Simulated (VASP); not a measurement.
Runs of VASP 6.6.1 on Ga3P. The structure is that of space group P-4m2 (No. 115), or close to it. The cells are those of the table. 

```tsv
task	level	cell	cutoff (eV)	gap on the mesh (eV)	pressure (GPa)	largest force (eV/Å)
single point	r2SCAN	a = 3.728, b = 3.728, c = 6.489 Å, 4 atoms	520	none	-2.4	(a)
relaxation of shape and atoms at fixed volume	PBE	relaxed from a = 3.540, b = 3.540, c = 6.334 Å, 4 atoms	600	none	8.2	0.01
relaxation of shape and atoms at fixed volume	PBE	relaxed from a = 3.642, b = 3.642, c = 6.393 Å, 4 atoms	600	none	3.4	0.01
relaxation of cell and atoms	PBE	relaxed from a = 3.763, b = 3.763, c = 6.417 Å, 4 atoms	600	none	0.0	0.01
```

Alike in all rows: potentials or basis VASP PAW PBE potentials, release 64 (Ga_d, P); no spin polarisation; k mesh 10 × 10 × 6; smearing gaussian 0.1 eV.

Task: Estimate the missing entries.

Result: (a) 0.04.

Caveats: the PAW data sets were made with another functional, which shifts forces and pressure a little (some runs).

A k mesh can miss the band edges, and the runs leave out spin-orbit coupling on Ga.

A gap of «none» marks levels without a gap at the run's occupations.
